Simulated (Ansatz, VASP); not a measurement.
## One calculation of Pd, two programs

File INCAR:

```
SYSTEM = Pd
ALGO     = Fast           ! electronic algorithm
EDIFF    = 1E-6           ! SCF threshold, eV
ENCUT    = 520            ! plane-wave cutoff, eV
GGA      = PE             ! functional
ISIF     = 2              ! what is computed and relaxed
ISMEAR   = 0              ! smearing method
LASPH    = .True.         ! aspherical terms in the spheres
LCHARG   = .True.         ! write CHGCAR
LELF     = .True.         ! ELF
LREAL    = .False.        ! projectors in reciprocal space
LVHAR    = .True.       
LWAVE    = .False.        ! write WAVECAR
NBANDS   = 11             ! bands
NELM     = 80             ! most SCF steps
PREC     = Accurate       ! precision mode
SIGMA    = 0.05           ! smearing width, eV
```

The input KPOINTS:

```
k-points
0
Gamma
  20 20 20
  0 0 0
```

Contents of POSCAR:

```
Pd
1.0
    0.0000000000      1.9575423369      1.9575423369
    1.9575423369      0.0000000000      1.9575423369
    1.9575423369      1.9575423369      0.0000000000
Pd
1
Direct
    0.0000000000      0.0000000000      0.0000000000
```

Input for Ansatz:

```yaml
crystal:
  lattice:
    - [0.0, 1.9575423369, 1.9575423369]
    - [1.9575423369, 0.0, 1.9575423369]
    - [1.9575423369, 1.9575423369, 0.0]
  atoms:
    - { symbol: Pd, position: [0.0, 0.0, 0.0] }
basis:
  ecutwfc: 420
  ecutrho_ratio: 4
kpoints:
  mp_grid: { grid: [20, 20, 20] }
hamiltonian:
  xc: pbe
scf:
  occupations: { method: gaussian, width: 0.05 }
output:
  forces: true
  stress: true
  eigenvalues: true
```

Alike in both runs: task single point; functional PBE; k mesh 20 × 20 × 20; occupations gaussian, width 0.05 eV; no spin polarisation.

```csv
,VASP,Ansatz
version,VASP 6.6.1,Ansatz 0.2.0
potentials or method,"VASP PAW PBE potentials, release 64 (Pd), cutoff 520 eV","scalar-relativistic, plane waves, PAW"
valence electrons in the cell,10,18
```

```tsv
	VASP	Ansatz	Ansatz less VASP
gap on the k mesh at the Fermi level (eV)	none	none	-
pressure (GPa)	3.3	3.6	+0.29
```

A gap of «none» marks a metal or a gap that the smearing closes. VASP's potentials hold 10 valence electrons a cell and Ansatz's 18, so a difference there can come from the potentials and not from the codes.
